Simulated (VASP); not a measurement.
# HfTe6Mo (Fm-3m) in VASP: notebook

HfTe6Mo is run at these levels: PBE; tasks: single point.

Everything below comes from runs of VASP 6.6.1. Logs are shortened: lines on timing, memory, paths and dates and some standing lists are left out, and cuts for length are marked.

## 1. The cell of the first run

It takes space group Fm-3m (No. 225, cubic). The conventional cell has a = 9.258 Å, b = 9.258 Å, c = 9.258 Å, α = 90.00°, β = 90.00°, γ = 90.00°. Hf (site symmetry m-3m) has 12 Te at 3.27 Å within 4.3 Å. Within 4.3 Å of Te (site symmetry mmm) lie 2 Hf at 3.27 Å and 8 Te at 3.27 Å and 2 Mo at 3.27 Å. Within 4.3 Å of Mo (site symmetry m-3m) lie 12 Te at 3.27 Å.

The cell was generated, and may not be a known phase.

## 2. Single point, PBE

The input, INCAR:

```
SYSTEM = HfTe6Mo
ALGO = Normal
EDIFF = 1E-6
ENCUT = 500
GGA = PE
GGA_COMPAT = .False.
ISIF = 2
ISMEAR = 0
LASPH = .True.
LCHARG = .False.
LREAL = .False.
LWAVE = .False.
NBANDS = 40
NELM = 120
PREC = Accurate
SIGMA = 0.2
```

The input, KPOINTS:

```
k-points
0
Gamma
  3 3 3
  0 0 0
```

The input, POSCAR:

```
HfTe6Mo
1.0
    0.0000000000      4.6291603268      4.6291603268
    4.6291603268      0.0000000000      4.6291603268
    4.6291603268      4.6291603268      0.0000000000
Hf Te Mo
1 6 1
Direct
    0.0000000000      0.0000000000      0.0000000000
    0.5000000000      0.0000000000      0.0000000000
    0.0000000000      0.5000000000      0.5000000000
    0.0000000000      0.5000000000      0.0000000000
    0.5000000000      0.0000000000      0.5000000000
    0.0000000000      0.0000000000      0.5000000000
    0.5000000000      0.5000000000      0.0000000000
    0.5000000000      0.5000000000      0.5000000000
```

Potentials or basis: VASP PAW PBE potentials, release 64 (Hf_pv, Te, Mo_sv).

Launch:

```
cat potpaw_PBE.64/Hf_pv/POTCAR potpaw_PBE.64/Te/POTCAR potpaw_PBE.64/Mo_sv/POTCAR > POTCAR
mpirun -np 1 vasp_std > vasp.out
```

OUTCAR:

```text
SYSTEM = HfTe6Mo
   EDIFF = 1E-6
   ENCUT = 500
   GGA = PE
   ISIF = 2
   ISMEAR = 0
   LASPH = .True.
   LREAL = .False.
   NELM = 120
   PREC = Accurate

 ion  position               nearest neighbor table
   1  0.000  0.000  0.000-   2 3.27   4 3.27   6 3.27   3 3.27   5 3.27   6 3.27   3 3.27   4 3.27
                             7 3.27   2 3.27   5 3.27   7 3.27
   2  0.500  0.000  0.000-   1 3.27   5 3.27   7 3.27   5 3.27   6 3.27   8 3.27   4 3.27   7 3.27
                             8 3.27   1 3.27   4 3.27   6 3.27
   3  0.000  0.500  0.500-   4 3.27   6 3.27   8 3.27   1 3.27   4 3.27   7 3.27   1 3.27   5 3.27
                             6 3.27   5 3.27   7 3.27   8 3.27
   4  0.000  0.500  0.000-   1 3.27   3 3.27   7 3.27   3 3.27   6 3.27   8 3.27   1 3.27   2 3.27
                             6 3.27   2 3.27   7 3.27   8 3.27
   5  0.500  0.000  0.500-   2 3.27   6 3.27   8 3.27   1 3.27   2 3.27   7 3.27   3 3.27   7 3.27
                             8 3.27   1 3.27   3 3.27   6 3.27
   6  0.000  0.000  0.500-   1 3.27   3 3.27   5 3.27   1 3.27   2 3.27   4 3.27   3 3.27   4 3.27
                             8 3.27   2 3.27   5 3.27   8 3.27
   7  0.500  0.500  0.000-   2 3.27   4 3.27   8 3.27   3 3.27   5 3.27   8 3.27   1 3.27   2 3.27
                             5 3.27   1 3.27   3 3.27   4 3.27
   8  0.500  0.500  0.500-   3 3.27   5 3.27   7 3.27   2 3.27   4 3.27   7 3.27   2 3.27   5 3.27
                             6 3.27   3 3.27   4 3.27   6 3.27

  LATTYP: Found a face centered cubic cell.
 ALAT       =     9.2583206536

  Lattice vectors:

 A1 = (   0.0000000000,   4.6291603268,   4.6291603268)
 A2 = (   4.6291603268,   0.0000000000,   4.6291603268)
 A3 = (   4.6291603268,   4.6291603268,   0.0000000000)

Analysis of symmetry for initial positions (statically):
=====================================================================
 Subroutine PRICEL returns:
 Original cell was already a primitive cell.

 Routine SETGRP: Setting up the symmetry group for a
 face centered cubic supercell.

 Subroutine GETGRP returns: Found 48 space group operations
 (whereof 48 operations were pure point group operations)
 out of a pool of 48 trial point group operations.

The static configuration has the point symmetry O_h .

Analysis of symmetry for dynamics (positions and initial velocities):
=====================================================================
 Subroutine PRICEL returns:
 Original cell was already a primitive cell.

 Routine SETGRP: Setting up the symmetry group for a
 face centered cubic supercell.

 Subroutine GETGRP returns: Found 48 space group operations
 (whereof 48 operations were pure point group operations)
 out of a pool of 48 trial point group operations.

The dynamic configuration has the point symmetry O_h .

 Subroutine INISYM returns: Found 48 space group operations
 (whereof 48 operations are pure point group operations),
 and found     1 'primitive' translations

----------------------------------------------------------------------------------------

                                     Primitive cell

  volume of cell :     198.3977

  direct lattice vectors                    reciprocal lattice vectors
     0.000000000  4.629160327  4.629160327    -0.108010949  0.108010949  0.108010949
     4.629160327  0.000000000  4.629160327     0.108010949 -0.108010949  0.108010949
     4.629160327  4.629160327  0.000000000     0.108010949  0.108010949 -0.108010949

  length of vectors
     6.546621317  6.546621317  6.546621317     0.187080451  0.187080451  0.187080451

  position of ions in fractional coordinates (direct lattice)
     0.000000000  0.000000000  0.000000000
     0.500000000  0.000000000  0.000000000
     0.000000000  0.500000000  0.500000000
     0.000000000  0.500000000  0.000000000
     0.500000000  0.000000000  0.500000000
     0.000000000  0.000000000  0.500000000
     0.500000000  0.500000000  0.000000000
     0.500000000  0.500000000  0.500000000

  ion indices of the primitive-cell ions
   primitive index   ion index
                 1           1
                 2           2
                 3           3
                 4           4
                 5           5
                 6           6
                 7           7
                 8           8

----------------------------------------------------------------------------------------

 KPOINTS: k-points

Automatic generation of k-mesh.
 Grid dimensions read from file:
 generate k-points for:    3    3    3

 Generating k-lattice:

  Cartesian coordinates                     Fractional coordinates (reciprocal lattice)
    -0.036003650  0.036003650  0.036003650     0.333333333  0.000000000  0.000000000
     0.036003650 -0.036003650  0.036003650     0.000000000  0.333333333  0.000000000
     0.036003650  0.036003650 -0.036003650     0.000000000  0.000000000  0.333333333

  Length of vectors
     0.062360150  0.062360150  0.062360150

  Shift w.r.t. Gamma in fractional coordinates (k-lattice)
     0.000000000  0.000000000  0.000000000

 Subroutine IBZKPT returns following result:
 ===========================================

 Found      4 irreducible k-points:

 Following reciprocal coordinates:
            Coordinates               Weight
  0.000000  0.000000  0.000000      1.000000
  0.333333  0.000000  0.000000      8.000000
  0.333333  0.333333  0.000000      6.000000
 -0.333333  0.333333  0.000000     12.000000
   k-points           NKPTS =      4   k-points in BZ     NKDIM =      4   number of bands    NBANDS=     40
   number of dos      NEDOS =    301   number of ions     NIONS =      8
   total plane-waves  NPLWV = 110592
   dimension x,y,z NGX =    48 NGY =   48 NGZ =   48
   dimension x,y,z NGXF=    96 NGYF=   96 NGZF=   96
   ions per type =               1   6   1
   NGX,Y,Z   is equivalent  to a cutoff of  12.19, 12.19, 12.19 a.u.
   NGXF,Y,Z  is equivalent  to a cutoff of  24.38, 24.38, 24.38 a.u.
 SYSTEM =  HfTe6Mo
   PREC   = accura    normal or accurate (medium, high low for compatibility)
   ISTART =      0    job   : 0-new  1-cont  2-samecut
   ICHARG =      2    charge: 1-file 2-atom 10-const
   ISPIN  =      1    spin polarized calculation?
   LNONCOLLINEAR =      F non collinear calculations
   LSORBIT =      F    spin-orbit coupling
   LASPH  =      T    aspherical Exc in radial PAW
   ENCUT  =  500.0 eV  36.75 Ry    6.06 a.u.  11.94 11.94 11.94*2*pi/ulx,y,z
   NELM   =    120;   NELMIN=  2; NELMDL= -5     # of ELM steps
   EDIFF  = 0.1E-05   stopping-criterion for ELM
   LREAL  =      F    real-space projection
   EDIFFG = 0.1E-04   stopping-criterion for IOM
   NSW    =      0    number of steps for IOM
   IBRION =     -1    ionic relax: 0-MD 1-quasi-New 2-CG
   NFREE  =      0    steps in history (QN), initial steepest desc. (CG)
   ISIF   =      2    stress and relaxation
   ISYM   =      2    0-nonsym 1-usesym 2-fastsym
   POTIM  = 0.5000    time-step for ionic-motion
   TEBEG  =    0.0;   TEEND  =   0.0 temperature during run
   PSTRESS=    0.0 pullay stress
   NELECT =      60.0000    total number of electrons
   NUPDOWN=      -1.0000    fix difference up-down
   EMIN   =  10.00;   EMAX   =-10.00  energy-range for DOS
   EFERMI =   0.00;   METHOD = LEGACY
   ISMEAR =     0;   SIGMA  =   0.20  broadening in eV -4-tet -1-fermi 0-gaus
   EFERMI_NEDOS =   21; number of points for ismear=-14 and -15
   IALGO  =     38    algorithm
   IMIX   =      4    mixing-type and parameters
     AMIX     =   0.40;   BMIX     =  1.00
     AMIX_MAG =   1.60;   BMIX_MAG =  1.00
  volume/ion in A,a.u.               =      24.80       167.36
  Fermi-wavevector in a.u.,A,eV,Ry     =   1.098870  2.076563 16.429246  1.207516
  Thomas-Fermi vector in A             =   2.235255
   LORBIT       =      0    0 simple, 1 ext, 2 COOP (PROOUT), +10 PAW based schemes
   GGA     = PE    functional components
   LHFCALC =     F    Hartree Fock is set to
   AEXX    =    0.0000 exact exchange contribution
   IVDW    =     0    specifies the selected vdW correction
   LEPSILON=     F    determine dielectric tensor
   LRPA    =     F    only Hartree local field effects (RPA)
 non-spin polarized calculation
 Gauss-broadening in eV      SIGMA  =   0.20
  energy-cutoff  :      500.00
  volume of cell :      198.40
 maximum number of plane-waves:      5060
   NGX = 23   NGY = 23   NGZ = 23

 number of electron      60.0000002 magnetization

 Free energy of the ion-electron system (eV)
  ---------------------------------------------------
  ext. energy  EPLUGINS =         0.00000000
  ---------------------------------------------------
  free energy    TOTEN  =       -35.07792338 eV

  energy without entropy =      -34.88216858  energy(sigma->0) =      -34.98004598

 E-fermi :   8.9986     XC(G=0): -10.7389

 val. band max:        8.8964140763   @ k =   0.3333   0.3333   0.0000
 cond. band min:       9.0741937060   @ k =  -0.3333   0.3333   0.0000
 fundamental gap:      0.1777796297
 Fermi energy:         8.9986394379

 k-point     1 :       0.0000    0.0000    0.0000
  band No.  band energies     occupation
      1     -51.7710      2.00000
      2     -25.8508      2.00000
      3     -25.8508      2.00000
      4     -25.8508      2.00000
      5     -23.2789      2.00000
      6     -23.2789      2.00000
[... 32 lines left out ...]
     39      11.0400      0.00000
     40      11.0618      0.00000

 k-point     2 :       0.3333    0.0000    0.0000
  band No.  band energies     occupation
      1     -51.7710      2.00000
      2     -25.8508      2.00000
      3     -25.8508      2.00000
      4     -25.8508      2.00000
      5     -23.2788      2.00000
      6     -23.2788      2.00000
[... 32 lines left out ...]
     39      10.6635      0.00000
     40      11.0633      0.00000

 k-point     3 :       0.3333    0.3333    0.0000
  band No.  band energies     occupation
      1     -51.7710      2.00000
      2     -25.8508      2.00000
      3     -25.8508      2.00000
      4     -25.8508      2.00000
      5     -23.2788      2.00000
      6     -23.2788      2.00000
[... 32 lines left out ...]
     39      10.9012      0.00000
     40      11.2654      0.00000

 k-point     4 :      -0.3333    0.3333    0.0000
  band No.  band energies     occupation
      1     -51.7710      2.00000
      2     -25.8508      2.00000
      3     -25.8508      2.00000
      4     -25.8508      2.00000
      5     -23.2788      2.00000
      6     -23.2788      2.00000
[... 32 lines left out ...]
     39      10.9491      0.00000
     40      11.7052      0.00000

------------------------ aborting loop because EDIFF is reached ----------------------------------------

  FORCE on cell =-STRESS in cart. coord.  units (eV):
  Direction    XX          YY          ZZ          XY          YZ          ZX
  --------------------------------------------------------------------------------------
  -------------------------------------------------------------------------------------
  Total        0.6964666      0.6964666      0.6964666     -0.0000000     -0.0000000     -0.0000000
  in kB        5.6243744      5.6243744      5.6243744     -0.0000000     -0.0000000     -0.0000000
  external PRESSURE =       5.6243744 kB  Pullay stress =       0.0000000 kB

 VOLUME and BASIS-vectors are now :
 -----------------------------------------------------------------------------
  energy-cutoff  :      500.00
  volume of cell :      198.40
      direct lattice vectors                 reciprocal lattice vectors
     0.000000000  4.629160327  4.629160327    -0.108010949  0.108010949  0.108010949
     4.629160327  0.000000000  4.629160327     0.108010949 -0.108010949  0.108010949
     4.629160327  4.629160327  0.000000000     0.108010949  0.108010949 -0.108010949

 POSITION                                       TOTAL-FORCE (eV/Angst)
 -----------------------------------------------------------------------------------
      0.00000      0.00000      0.00000        -0.000000     -0.000000     -0.000000
      0.00000      2.31458      2.31458        -0.000000     -0.000000      0.000000
      4.62916      2.31458      2.31458        -0.000000     -0.000000      0.000000
      2.31458      0.00000      2.31458         0.000000      0.000000     -0.000000
      2.31458      4.62916      2.31458         0.000000     -0.000000     -0.000000
      2.31458      2.31458      0.00000        -0.000000      0.000000      0.000000
      2.31458      2.31458      4.62916        -0.000000      0.000000     -0.000000
      4.62916      4.62916      4.62916         0.000000      0.000000     -0.000000
 -----------------------------------------------------------------------------------
    total drift:                               -0.000000     -0.000000     -0.000000

  FREE ENERGIE OF THE ION-ELECTRON SYSTEM (eV)
  ---------------------------------------------------
  free  energy   TOTEN  =       -35.0779233780 eV

  energy  without entropy=      -34.8821685779  energy(sigma->0) =      -34.98004598
```

Wall time 93 s (1 thread of Intel Xeon 8259CL, shared host); peak memory 0.33 GiB.

Results:

```
Free energy            : -35.0779 eV
Pressure               : 0.6 GPa
Band gap on the k mesh : 0.18 eV (least direct gap 0.20 eV)
```

Caveat: spin-orbit coupling is left out, which moves the levels of the heavy elements; an odd mesh through Γ misses points on the zone boundary, where band edges can lie.

[end of part 1 of 2]

The gap in the log of VASP goes by the Fermi energy; the results here count the filled bands.